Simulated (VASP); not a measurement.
Input of a VASP 6.6.1 run:

The input INCAR:

```
ALGO = Normal
EDIFF = 1E-6
ENCUT = 520
GGA = PE
ISIF = 2
ISMEAR = 0
LASPH = T
LCHARG = T
LELF = T
LREAL = F
LVHAR = T
LWAVE = F
NBANDS = 24
NELM = 80
PREC = Accurate
SIGMA = 0.1
```

Contents of KPOINTS:

```
k-points
0
Gamma
  6 6 2
```

The input POSCAR:

```
RbNbP2
1.0
    4.7816684400      0.0000000000      0.0000000000
   -2.3908342200      4.1410463400      0.0000000000
    0.0000000000      0.0000000000      7.4911304300
Rb Nb P
1 1 2
Direct
    0.0000000000      0.0000000000      0.0000000000
    0.0000000000      0.0000000000      0.5000000000
    0.3333333300      0.6666666700      0.6219730000
    0.6666666700      0.3333333300      0.3780270000
```

Potentials or basis: VASP PAW PBE potentials, release 64 (Rb_sv, Nb_sv, P).

Command:

```sh
$ cat potpaw_PBE.64/Rb_sv/POTCAR potpaw_PBE.64/Nb_sv/POTCAR potpaw_PBE.64/P/POTCAR > POTCAR
$ mpirun -np 1 vasp_std > vasp.out
```

(1) Predict the band gap on the k mesh.

(2) What does it give for the pressure?

(3) Estimate the largest force.

Results:

(1) zero (bands 16 and 17 overlap by 0.14 eV).

(2) -10.1 GPa.

(3) 0.829 eV/Å.

Caveat: the k points lie up to 0.42 Å⁻¹ apart.
